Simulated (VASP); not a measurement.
A run of VASP 6.6.1:

The input INCAR:

```
ALGO     = Normal         # electronic algorithm
EDIFF    = 1E-7           # SCF threshold, eV
ENCUT    = 520            # plane-wave cutoff, eV
GGA      = PE             # functional
ISIF     = 2              # what is computed and relaxed
ISMEAR   = -1             # smearing method
LASPH    = T              # aspherical terms in the spheres
LCHARG   = T              # write CHGCAR
LELF     = T              # ELF
LREAL    = F              # projectors in reciprocal space
LVHAR    = T            
LWAVE    = F              # write WAVECAR
NBANDS   = 16             # bands
NELM     = 60             # most SCF steps
PREC     = Accurate       # precision mode
SIGMA    = 0.1            # smearing width, eV
```

The input KPOINTS:

```
k-points
0
Gamma
  13 13 13
```

File POSCAR:

```
ZnSe
1.0
    0.0000000000      2.4054154871      2.4054154871
    2.4054154871      0.0000000000      2.4054154871
    2.4054154871      2.4054154871      0.0000000000
Zn Se
1 1
Direct
    0.0000000000      0.0000000000      0.0000000000
    0.5000000000      0.5000000000      0.5000000000
```

Potentials or basis: VASP PAW PBE potentials, release 64 (Zn, Se).

Launch:

```console
$ cat potpaw_PBE.64/Zn/POTCAR potpaw_PBE.64/Se/POTCAR > POTCAR
$ mpirun -np 1 vasp_std > vasp.out
```

Hardware: 1 thread of Intel(R) Xeon(R) Platinum 8488C (Sapphire Rapids) (shared host).

Problem. Estimate the wall time of this run.

Solution. Wall time 29 s on 1 thread of Intel(R) Xeon(R) Platinum 8488C (Sapphire Rapids), with other jobs on the host, peak memory 0.18 GiB. Counts: scf iterations 13, k points 84.
